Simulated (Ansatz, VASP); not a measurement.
Two plane-wave programs on GaP

The input INCAR:

```
SYSTEM = GaP
  PREC = Accurate
  ENCUT = 520
  EDIFF = 1E-6
  ISMEAR = 0
  SIGMA = 0.05
  LREAL = .FALSE.
  LASPH = .TRUE.
  NELM = 80
  ALGO = Normal
  ISIF = 2
  LWAVE = .FALSE.
  LCHARG = .FALSE.
  NBANDS = 26
```

Contents of KPOINTS:

```
regular mesh
0
G
  9 9 9
  0 0 0
```

The input POSCAR:

```
GaP
1.0
    1.8256108340      1.0540169064      6.4417286813
   -1.8256108340      1.0540169064      6.4417286813
    0.0000000000     -2.1080338128      6.4417286813
Ga P
2 2
Direct
    0.4359784395      0.4359784395      0.4359784395
    0.5640215605      0.5640215605      0.5640215605
    0.0580350955      0.0580350955      0.0580350955
    0.9419649045      0.9419649045      0.9419649045
```

Input for Ansatz:

```yaml
crystal:
  lattice:
    - [1.825610834, 1.0540169064, 6.4417286813]
    - [-1.825610834, 1.0540169064, 6.4417286813]
    - [0.0, -2.1080338128, 6.4417286813]
  atoms:
    - { symbol: Ga, position: [0.4359784395, 0.4359784395, 0.4359784395] }
    - { symbol: Ga, position: [0.5640215605, 0.5640215605, 0.5640215605] }
    - { symbol: P, position: [0.0580350955, 0.0580350955, 0.0580350955] }
    - { symbol: P, position: [0.9419649045, 0.9419649045, 0.9419649045] }
basis:
  ecutwfc: 420
kpoints:
  mp_grid: { grid: [9, 9, 9] }
hamiltonian:
  xc: lda
  pseudopotentials: { kind: paw, azcp: { folder: soft_1 } }
scf:
  occupations: { method: gaussian, width: 0.05 }
output:
  forces: true
  stress: true
  eigenvalues: true
  write_density: true
  write_potential: true
  elf: true
  volumetric_format: npy
```

Alike in both runs: task single point; functional LDA; k mesh 9 × 9 × 9; occupations gaussian, width 0.05 eV; no spin polarisation.

```csv
,VASP,Ansatz
version,VASP 6.6.1,Ansatz 0.2.0
potentials or method,"VASP PAW LDA potentials, release 64 (Ga_d, P), cutoff 520 eV","scalar-relativistic, plane waves, PAW"
valence electrons in the cell,36,36
```

VASP gave:

* gap on the k mesh at the Fermi level (eV): 0.43
* least direct gap on the mesh (eV): 1.10
* pressure (GPa): 5.5
* traceless stress, the component that is largest in VASP (GPa): -9.14
* rms of the force components (eV/Å): 0.377

Problem. Which values does Ansatz return?

Solution. gap on the k mesh at the Fermi level (eV): 0.43; least direct gap on the mesh (eV): 1.09; pressure (GPa): 5.4; traceless stress, the component that is largest in VASP (GPa): -9.08; rms of the force components (eV/Å): 0.365.

Ansatz warns that its potentials were made for another functional, while VASP's fit it. LDA's correlation is that of Perdew and Zunger in VASP and of Perdew and Wang (1992) in Ansatz. Atom by atom the forces differ by 0.015 eV/Å (rms over components).
